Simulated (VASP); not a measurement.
# Tc (P6_3/mmc) in VASP: further runs, part 2 of 3

VASP 6.6.1.

### 3 Single point, PBEsol

This run uses another cell than the first one, of 13.96 Å³/atom.

Input file INCAR:

```
PREC = Accurate ; ENCUT = 520
EDIFF = 1E-6 ; ISMEAR = -1
SIGMA = 0.05 ; LREAL = False
LASPH = True ; NELM = 80
ALGO = Normal ; ISIF = 2
LWAVE = False ; LCHARG = True
GGA = PS ; LELF = True
LVHAR = True ; NBANDS = 34
```

Input file KPOINTS:

```
regular mesh
0
Gamma
  9 9 3
```

Input file POSCAR:

```
Tc
1.0
    2.7393552909      0.0000000000      0.0000000000
   -1.3696776454      2.3723512719      0.0000000000
    0.0000000000      0.0000000000      8.5942907512
Tc
4
Direct
    0.6666666667      0.3333333333      0.7500000000
    0.0000000000      0.0000000000      0.5000000000
    0.3333333333      0.6666666667      0.2500000000
    0.0000000000      0.0000000000      0.0000000000
```

Potentials or basis: VASP PAW PBE potentials, release 64 (Tc_pv).

The run is started by

```bash
$ cat potpaw_PBE.64/Tc_pv/POTCAR > POTCAR
$ mpirun -np 1 vasp_std > vasp.out
```

Run time: 81 s. Hardware: 1 thread of Intel Xeon 8259CL, shared host; peak memory 0.18 GiB.

The run converged. Its results:

| Quantity | Value |
| --- | --- |
| Free energy | -45.0205 eV |
| Pressure | 0.5 GPa |
| Band gap on the k mesh | zero (bands 26 and 27 overlap by 2.84 eV) |

Stress tensor (GPa, compression positive):
```
-1.25  0.00  0.00
 0.00 -1.25  0.00
 0.00  0.00  4.04
```

Levels at points of the mesh, in eV from the Fermi level:
| k point | band 23 | band 24 | band 25 | band 26 | band 27 | band 28 | band 29 | band 30 |
| --- | --- | --- | --- | --- | --- | --- | --- | --- |
| (0.00, 0.00, 0.00) | -1.40 | -1.35 | -1.35 | -1.27 | -1.27 | 0.13 | 0.13 | 0.88 |

Caveat: the stress differs along the axes, from -1 to 4 GPa; the PAW data sets were made with another functional, which shifts forces and pressure a little.

### 4 Single point, PBEsol

This run uses another cell than the first one, of 14.11 Å³/atom.

Input file INCAR:

```
PREC = Accurate
ENCUT = 520
EDIFF = 1E-6
ISMEAR = -1
SIGMA = 0.05
LREAL = False
LASPH = True
NELM = 80
ALGO = Normal
ISIF = 2
LWAVE = False
LCHARG = False
GGA = PS
NBANDS = 34
```

Input file KPOINTS:

```
Automatic mesh
0
Gamma
  9 9 3
```

POSCAR: that of step 3 with these lines changed.

```diff
@@ -4,3 +4,3 @@
    -1.3696776454      2.3723512719      0.0000000000
-    0.0000000000      0.0000000000      8.5942907512
+    0.0000000000      0.0000000000      8.6819875956
 Tc
```

Potentials or basis: VASP PAW PBE potentials, release 64 (Tc_pv).

The run is started by

```bash
$ cat potpaw_PBE.64/Tc_pv/POTCAR > POTCAR
$ mpirun -np 1 vasp_std > vasp.out
```

OUTCAR:

```text
PREC = Accurate
   ENCUT = 520
   EDIFF = 1E-6
   ISMEAR = -1
   LREAL = False
   LASPH = True
   NELM = 80
   ISIF = 2
   GGA = PS

 ion  position               nearest neighbor table
   1  0.667  0.333  0.750-   2 2.69   4 2.69   2 2.69   4 2.69   2 2.69   4 2.69
   2  0.000  0.000  0.500-   1 2.69   3 2.69   3 2.69   1 2.69   1 2.69   3 2.69
   3  0.333  0.667  0.250-   2 2.69   4 2.69   2 2.69   4 2.69   2 2.69   4 2.69
   4  0.000  0.000  0.000-   1 2.69   3 2.69   3 2.69   1 2.69   1 2.69   3 2.69

  LATTYP: Found a hexagonal cell.
 ALAT       =     2.7393552909
 C/A-ratio  =     3.1693543457

  Lattice vectors:

 A1 = (   2.7393552909,   0.0000000000,   0.0000000000)
 A2 = (  -1.3696776454,   2.3723512719,   0.0000000000)
 A3 = (   0.0000000000,   0.0000000000,   8.6819875956)

Analysis of symmetry for initial positions (statically):
=====================================================================
 Subroutine PRICEL returns:
 Original cell was already a primitive cell.

 Routine SETGRP: Setting up the symmetry group for a
 hexagonal supercell.

 Subroutine GETGRP returns: Found 24 space group operations
 (whereof 12 operations were pure point group operations)
 out of a pool of 24 trial point group operations.

The static configuration has the point symmetry D_3d.
 The point group associated with its full space group is D_6h.

Analysis of symmetry for dynamics (positions and initial velocities):
=====================================================================
 Subroutine PRICEL returns:
 Original cell was already a primitive cell.

 Routine SETGRP: Setting up the symmetry group for a
 hexagonal supercell.

 Subroutine GETGRP returns: Found 24 space group operations
 (whereof 12 operations were pure point group operations)
 out of a pool of 24 trial point group operations.

The dynamic configuration has the point symmetry D_3d.
 The point group associated with its full space group is D_6h.

 Subroutine INISYM returns: Found 24 space group operations
 (whereof 12 operations are pure point group operations),
 and found     1 'primitive' translations

----------------------------------------------------------------------------------------

                                     Primitive cell

  volume of cell :      56.4217

  direct lattice vectors                    reciprocal lattice vectors
     2.739355291  0.000000000  0.000000000     0.365049398  0.210761368  0.000000000
    -1.369677645  2.372351272  0.000000000     0.000000000  0.421522736  0.000000000
     0.000000000  0.000000000  8.681987596     0.000000000  0.000000000  0.115180998

  length of vectors
     2.739355291  2.739355291  8.681987596     0.421522736  0.421522736  0.115180998

  position of ions in fractional coordinates (direct lattice)
     0.666666667  0.333333333  0.750000000
     0.000000000  0.000000000  0.500000000
     0.333333333  0.666666667  0.250000000
     0.000000000  0.000000000  0.000000000

  ion indices of the primitive-cell ions
   primitive index   ion index
                 1           1
                 2           2
                 3           3
                 4           4

----------------------------------------------------------------------------------------

 KPOINTS: Automatic mesh

Automatic generation of k-mesh.
 Grid dimensions read from file:
 generate k-points for:    9    9    3

 Generating k-lattice:

  Cartesian coordinates                     Fractional coordinates (reciprocal lattice)
     0.040561044  0.023417930  0.000000000     0.111111111  0.000000000  0.000000000
     0.000000000  0.046835860  0.000000000     0.000000000  0.111111111  0.000000000
     0.000000000  0.000000000  0.038393666     0.000000000  0.000000000  0.333333333

  Length of vectors
     0.046835860  0.046835860  0.038393666

  Shift w.r.t. Gamma in fractional coordinates (k-lattice)
     0.000000000  0.000000000  0.000000000

 Subroutine IBZKPT returns following result:
 ===========================================

 Found     24 irreducible k-points:

 Following reciprocal coordinates:
            Coordinates               Weight
  0.000000  0.000000  0.000000      1.000000
  0.111111  0.000000  0.000000      6.000000
  0.222222 -0.000000  0.000000      6.000000
  0.333333  0.000000  0.000000      6.000000
  0.444444 -0.000000  0.000000      6.000000
  0.111111  0.111111  0.000000      6.000000
[... 16 lines left out ...]
  0.333333  0.222222  0.333333     24.000000
  0.333333  0.333333  0.333333      4.000000
   k-points           NKPTS =     24   k-points in BZ     NKDIM =     24   number of bands    NBANDS=     34
   number of dos      NEDOS =    301   number of ions     NIONS =      4
   total plane-waves  NPLWV =  28000
   dimension x,y,z NGX =    20 NGY =   20 NGZ =   70
   dimension x,y,z NGXF=    40 NGYF=   40 NGZF=  140
   ions per type =               4
   NGX,Y,Z   is equivalent  to a cutoff of  12.14, 12.14, 13.40 a.u.
   NGXF,Y,Z  is equivalent  to a cutoff of  24.28, 24.28, 26.81 a.u.
 SYSTEM =  unknown system
   PREC   = accura    normal or accurate (medium, high low for compatibility)
   ISTART =      0    job   : 0-new  1-cont  2-samecut
   ICHARG =      2    charge: 1-file 2-atom 10-const
   ISPIN  =      1    spin polarized calculation?
   LNONCOLLINEAR =      F non collinear calculations
   LSORBIT =      F    spin-orbit coupling
   LASPH  =      T    aspherical Exc in radial PAW
   ENCUT  =  520.0 eV  38.22 Ry    6.18 a.u.   5.09  5.09 16.14*2*pi/ulx,y,z
   NELM   =     80;   NELMIN=  2; NELMDL= -5     # of ELM steps
   EDIFF  = 0.1E-05   stopping-criterion for ELM
   LREAL  =      F    real-space projection
   EDIFFG = 0.1E-04   stopping-criterion for IOM
   NSW    =      0    number of steps for IOM
   IBRION =     -1    ionic relax: 0-MD 1-quasi-New 2-CG
   NFREE  =      0    steps in history (QN), initial steepest desc. (CG)
   ISIF   =      2    stress and relaxation
   ISYM   =      2    0-nonsym 1-usesym 2-fastsym
   POTIM  = 0.5000    time-step for ionic-motion
   TEBEG  =    0.0;   TEEND  =   0.0 temperature during run
   PSTRESS=    0.0 pullay stress
   NELECT =      52.0000    total number of electrons
   NUPDOWN=      -1.0000    fix difference up-down
   EMIN   =  10.00;   EMAX   =-10.00  energy-range for DOS
   EFERMI =   0.00;   METHOD = LEGACY
   ISMEAR =    -1;   SIGMA  =   0.05  broadening in eV -4-tet -1-fermi 0-gaus
   EFERMI_NEDOS =   21; number of points for ismear=-14 and -15
   IALGO  =     38    algorithm
   IMIX   =      4    mixing-type and parameters
     AMIX     =   0.40;   BMIX     =  1.00
     AMIX_MAG =   1.60;   BMIX_MAG =  1.00
  volume/ion in A,a.u.               =      14.11        95.19
  Fermi-wavevector in a.u.,A,eV,Ry     =   1.593164  3.010643 34.533913  2.538171
  Thomas-Fermi vector in A             =   2.691436
   LORBIT       =      0    0 simple, 1 ext, 2 COOP (PROOUT), +10 PAW based schemes
   GGA     = PS    functional components
   LHFCALC =     F    Hartree Fock is set to
   AEXX    =    0.0000 exact exchange contribution
   IVDW    =     0    specifies the selected vdW correction
   LEPSILON=     F    determine dielectric tensor
   LRPA    =     F    only Hartree local field effects (RPA)
 non-spin polarized calculation
  energy-cutoff  :      520.00
  volume of cell :       56.42
 maximum number of plane-waves:      1545
   NGX = 11   NGY = 11   NGZ = 33

 number of electron      51.9999998 magnetization

 Free energy of the ion-electron system (eV)
  ---------------------------------------------------
  ext. energy  EPLUGINS =         0.00000000
  ---------------------------------------------------
  free energy    TOTEN  =       -45.02427296 eV

  energy without entropy =      -44.99333051  energy(sigma->0) =      -45.00880174

 E-fermi :  12.8790     XC(G=0): -14.0274

 val. band max:       12.8710148724   @ k =   0.2222  -0.0000   0.0000
 cond. band min:      12.9092235452   @ k =   0.3333   0.1111   0.3333
 fundamental gap:      0.0382086728
 Fermi energy:        12.8789646864

 k-point     1 :       0.0000    0.0000    0.0000
  band No.  band energies     occupation
      1     -26.7088      2.00000
      2     -26.0576      2.00000
      3     -25.9695      2.00000
      4     -25.5315      2.00000
      5     -25.5315      2.00000
      6     -25.4338      2.00000
[... 877 lines left out ...]
     33      20.9684      0.00000
     34      21.1170      0.00000

------------------------ aborting loop because EDIFF is reached ----------------------------------------

  FORCE on cell =-STRESS in cart. coord.  units (eV):
  Direction    XX          YY          ZZ          XY          YZ          ZX
  --------------------------------------------------------------------------------------
  -------------------------------------------------------------------------------------
  Total       -1.1139159     -1.1139159     -0.7672007     -0.0000000      0.0000000      0.0000000
  in kB      -31.6312583    -31.6312583    -21.7857772     -0.0000000      0.0000000      0.0000000
  external PRESSURE =     -28.3494312 kB  Pullay stress =       0.0000000 kB

 VOLUME and BASIS-vectors are now :
 -----------------------------------------------------------------------------
  energy-cutoff  :      520.00
  volume of cell :       56.42
      direct lattice vectors                 reciprocal lattice vectors
     2.739355291  0.000000000  0.000000000     0.365049398  0.210761368  0.000000000
    -1.369677645  2.372351272  0.000000000     0.000000000  0.421522736  0.000000000
     0.000000000  0.000000000  8.681987596     0.000000000  0.000000000  0.115180998

 POSITION                                       TOTAL-FORCE (eV/Angst)
 -----------------------------------------------------------------------------------
      1.36968      0.79078      6.51149        -0.000000      0.000000      0.000000
      0.00000      0.00000      4.34099        -0.000000      0.000000     -0.000000
     -0.00000      1.58157      2.17050         0.000000     -0.000000      0.000000
      0.00000      0.00000      0.00000        -0.000000      0.000000     -0.000000
 -----------------------------------------------------------------------------------
    total drift:                                0.000000     -0.000000      0.000000

  FREE ENERGIE OF THE ION-ELECTRON SYSTEM (eV)
  ---------------------------------------------------
  free  energy   TOTEN  =       -45.0242729614 eV

  energy  without entropy=      -44.9933305121  energy(sigma->0) =      -45.00880174
```

Wall time 83 s (1 thread of Intel Xeon 8259CL, shared host); peak memory 0.18 GiB.

Results:

* Free energy: -45.0243 eV
* Pressure: -2.8 GPa
* Band gap on the k mesh: zero (bands 26 and 27 overlap by 2.81 eV)

Stress tensor (GPa, compression positive):
```
-3.16  0.00  0.00
 0.00 -3.16  0.00
 0.00  0.00 -2.18
```

Levels at points of the mesh, in eV from the Fermi level:
```tsv
k point	band 24	band 25	band 26	band 27	band 28	band 29
(0.00, 0.00, 0.00)	-1.33	-1.33	-1.24	-1.24	0.17	0.17
```

Caveat: the PAW data sets were made with another functional, which shifts forces and pressure a little.

(Part 2 of 3 ends here.)

The gap in the log of VASP goes by the Fermi energy; the results here count the filled bands.